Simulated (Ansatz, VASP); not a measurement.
One calculation of CaO, two programs

File INCAR:

```
SYSTEM = CaO
PREC = Accurate
ENCUT = 600
EDIFF = 1E-7
ISMEAR = -1
SIGMA = 0.05
LREAL = .FALSE.
LASPH = .TRUE.
NELM = 100
ALGO = Normal
ISIF = 3
LWAVE = .FALSE.
LCHARG = .FALSE.
GGA = B5
ALDAX = 1.0
AGGAX = 1.0
AGGAC = 1.0
ALDAC = 0.0
IVDW = 12
VDW_S6 = 1.0
VDW_S8 = 2.6996
VDW_A1 = 0.4298
VDW_A2 = 4.2359
IBRION = 2
NSW = 80
EDIFFG = -0.02
```

Contents of KPOINTS:

```
Automatic mesh
0
G
  10 10 10
  0 0 0
```

Contents of POSCAR:

```
CaO
1.0
    0.0000000000      2.4035556960      2.4035556960
    2.4035556960      0.0000000000      2.4035556960
    2.4035556960      2.4035556960      0.0000000000
Ca O
1 1
Direct
    0.0000000000      0.0000000000      0.0000000000
    0.5000000000      0.5000000000      0.5000000000
```

Contents of input.yaml:

```yaml
crystal:
  lattice:
    - [0.0, 2.403555696, 2.403555696]
    - [2.403555696, 0.0, 2.403555696]
    - [2.403555696, 2.403555696, 0.0]
  atoms:
    - { symbol: Ca, position: [0.0, 0.0, 0.0] }
    - { symbol: O, position: [0.5, 0.5, 0.5] }
kpoints:
  mp_grid: { grid: [10, 10, 10] }
scf:
  occupations: { method: fermi_dirac, width: 0.05 }
hamiltonian:
  xc: blyp
  dispersion: d3bj
  pseudopotentials: { kind: all_electron, lapw: { basis_error: 0.001 } }
output:
  forces: true
  stress: true
relax:
  f_tol: 0.02
  max_steps: 60
  cell: {}
```

Alike in both runs: task relaxation of cell and atoms; functional BLYP; dispersion D3(BJ); k mesh 10 × 10 × 10; occupations fermi-dirac, width 0.05 eV; no spin polarisation.

|  | VASP | Ansatz |
| --- | --- | --- |
| version | VASP 6.6.1 | Ansatz 0.2.0 |
| potentials or method | VASP PAW PBE potentials, release 64 (Ca_sv, O), cutoff 600 eV | all-electron LAPW, scalar-relativistic |

|  | VASP | Ansatz | Ansatz less VASP |
| --- | --- | --- | --- |
| relaxed volume (Å³/atom) | 13.58 | 13.51 | -0.067 |
| relaxed cell length with the largest relative difference (Å) | 3.374 | 3.368 | -0.0056 |

VASP's potentials were made for PBE, not for BLYP. Ansatz ran all-electron here, and VASP with PAW potentials.
